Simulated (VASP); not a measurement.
# LuBr: single point with r2SCAN

The system is LuBr.

```xyz
4
Lattice="3.5909 0.0000 0.0000 -1.7955 3.1098 0.0000 0.0000 0.0000 9.8189" Properties=species:S:1:pos:R:3 pbc="T T T"
Lu    1.7955    1.0366    8.1623
Lu    0.0000    2.0732    3.2528
Br    1.7955    1.0366    5.3387
Br    0.0000    2.0732    0.4293
```

```yaml
Program: VASP 6.6.1
Task: single point
Functional: r2SCAN
Potentials_or_basis: VASP PAW PBE potentials, release 64 (Lu, Br)
Cutoff: 520 eV
k_mesh: 9 × 9 × 3
Occupations: fermi-dirac, width 0.05 eV
Spin: no spin polarisation
```

| Property | Result |
| --- | --- |
| Pressure | 0.2 GPa |
| Largest force | 0.012 eV/Å |
| Band gap on the k mesh | zero (band 32 reaches 4.23 eV, above the bottom of band 33 at 4.02 eV) |

Forces in eV/Å, atoms in the order of the input:
```
Lu   0.000  0.000 -0.012
Lu   0.000  0.000 -0.012
Br   0.000  0.000  0.012
Br   0.000  0.000  0.012
```

Stress tensor (GPa, compression positive):
```
0.12 0.00 0.00
0.00 0.12 0.00
0.00 0.00 0.27
```

Levels at points of the mesh, in eV from the Fermi level:
```
           k point  band 29  band 30  band 31  band 32  band 33  band 34  band 35  band 36
(0.00, 0.00, 0.00)    -3.90    -3.90    -3.52    -1.98     1.80     1.80     1.94     1.94
```

Wall time 9.1 min on 1 thread of Intel(R) Xeon(R) Platinum 8259CL CPU @ 2.50GHz (Skylake/Cascade Lake), on a shared host, peak memory 0.32 GiB.

Caveat: the PAW data sets were made with another functional, which shifts forces and pressure a little; spin-orbit coupling is left out, which moves the levels of the heavy elements.
